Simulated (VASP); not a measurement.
Here is a VASP 6.6.1 calculation.

File INCAR:

```
PREC     = Accurate       # precision mode
ENCUT    = 820            # plane-wave cutoff, eV
EDIFF    = 1E-6           # SCF threshold, eV
ISMEAR   = -1             # smearing method
SIGMA    = 0.05           # smearing width, eV
LREAL    = F              # projectors in reciprocal space
LASPH    = T              # aspherical terms in the spheres
NELM     = 120            # most SCF steps
ALGO     = Normal         # electronic algorithm
ISIF     = 2              # what is computed and relaxed
LWAVE    = F              # write WAVECAR
LCHARG   = F              # write CHGCAR
GGA      = PE             # functional
NBANDS   = 16             # bands
GGA_COMPAT= F
```

KPOINTS

```
regular mesh
0
Gamma
  17 17 16
```

File POSCAR:

```
Cu
1.0
    2.3556972622      0.0000000000      0.0000000000
   -1.1778486311      2.0400936727      0.0000000000
    0.0000000000      0.0000000000      2.2741441004
Cu
1
Direct
    0.0000000000      0.0000000000      0.0000000000
```

Potentials or basis: VASP PAW PBE potentials, release 64 (Cu_sv_GW).

Run with:

```console
$ cat potpaw_PBE.64/Cu_sv_GW/POTCAR > POTCAR
$ mpirun -np 1 vasp_std > vasp.out
```

Q: Estimate the pressure.

A: 29.7 GPa.

Q: Predict the band gap on the k mesh.

A: Zero (an odd number of electrons rules out a gap without spin polarisation).

Stress tensor (GPa, compression positive):
```
29.64  0.00  0.00
 0.00 29.64  0.00
 0.00  0.00 29.73
```

Caveat: the cell stands under pressure.
